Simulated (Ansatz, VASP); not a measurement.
## PBr in VASP and in Ansatz

```
Br P
1.0
     4.93856    0.00000    0.00000
    -2.06239    5.19450    0.00000
    -0.69678   -0.65377    6.23326
Br P
2 2
Direct
  0.66580 0.85501 0.24276
  0.33420 0.14499 0.75724
  0.64072 0.49976 0.63187
  0.35928 0.50024 0.36813
```

Alike in both runs: functional revPBE; k mesh 4 × 3 × 3; occupations fermi-dirac, width 0.05 eV; no spin polarisation.

```csv
,VASP,Ansatz
version,VASP 6.6.1,Ansatz 0.2.0
potentials or method,"VASP PAW PBE potentials, release 64 (Br, P)",Ansatz PAW
plane-wave cutoff (eV),520,420
valence electrons in the cell,24,24
task,single point,band structure
```

```csv
,VASP,Ansatz,Ansatz less VASP
gap on the k mesh at the Fermi level (eV),1.67,1.68,+0.009
least direct gap on the mesh (eV),1.67,1.68,+0.009
pressure (GPa),0.8,1.0,+0.12
"traceless stress, the component that is largest in VASP (GPa)",-0.14,-0.15,-0.015
rms of the force components (eV/Å),0.047,0.057,+0.0093
```

VASP's potentials were made for PBE, not for revPBE. Atom by atom the forces differ by 0.043 eV/Å (rms over components). With one functional, cell and mesh, what is left measures potentials, basis and numerics.

Noted on Ansatz's run: the k mesh misses the band edges, so the gap on the mesh is wider than the one along the path.
